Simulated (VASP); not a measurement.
Set up this calculation in VASP 6.6.1, as the native input.

- Task: single point
- Functional: PBE
- Potentials or basis: VASP PAW PBE potentials, release 64 (Al, N)
- Cutoff: 520 eV
- k mesh: 2 × 2 × 2
- Occupations: gaussian, width 0.01 eV
- Spin: no spin polarisation
- Dipole correction: no
- Further INCAR settings: LREAL = Auto; ALGO = Normal; EDIFF = 1e-06; NBANDS = 46

The structure of AlN lies in POSCAR:

```
AlN
1.0
    0.0000000000      4.4031742015     -4.4031742015
    4.4031742015      4.4031742015      0.0000000000
    4.4031742015      0.0000000000     -4.4031742015
Al N
8 8
Direct
    0.0000000000      0.0000000000      0.5000000000
    0.0000000000      0.5000000000      0.5000000000
    0.5000000000      0.0000000000      0.5000000000
    0.5000000000      0.5000000000      0.5000000000
    0.0000000000      0.0000000000      1.0000000000
    0.0000000000      0.5000000000      1.0000000000
    0.5000000000      0.0000000000      1.0000000000
    0.5000000000      0.5000000000      1.0000000000
    0.1250000000      0.1250000000      0.1250000000
    0.1250000000      0.6250000000      0.1250000000
    0.6250000000      0.1250000000      0.1250000000
    0.6250000000      0.6250000000      0.1250000000
    0.1250000000      0.1250000000      0.6250000000
    0.1250000000      0.6250000000      0.6250000000
    0.6250000000      0.1250000000      0.6250000000
    0.6250000000      0.6250000000      0.6250000000
```

One way to write it, as run:

INCAR

```
PREC     = Accurate       # precision mode
ENCUT    = 520            # plane-wave cutoff, eV
EDIFF    = 1E-6           # SCF threshold, eV
ISMEAR   = 0              # smearing method
SIGMA    = 0.01           # smearing width, eV
LREAL    = Auto         
LASPH    = T              # aspherical terms in the spheres
NELM     = 80             # most SCF steps
ALGO     = Normal         # electronic algorithm
ISIF     = 2              # what is computed and relaxed
LWAVE    = F              # write WAVECAR
LCHARG   = F              # write CHGCAR
GGA      = PE             # functional
NBANDS   = 46             # bands
```

KPOINTS

```
Automatic mesh
0
Gamma
  2 2 2
```

Potentials or basis: VASP PAW PBE potentials, release 64 (Al, N).

Run with:

```bash
$ cat potpaw_PBE.64/Al/POTCAR potpaw_PBE.64/N/POTCAR > POTCAR
$ mpirun -np 1 vasp_std > vasp.out
```

Results of the run:

- Pressure: -0.2 GPa
- Band gap on the k mesh: 3.28 eV

Caveat: the k points lie up to 0.62 Å⁻¹ apart.

Run time: 36 s on 1 thread of Intel(R) Xeon(R) Platinum 8559C (Emerald Rapids), on a shared host, peak memory 0.32 GiB.
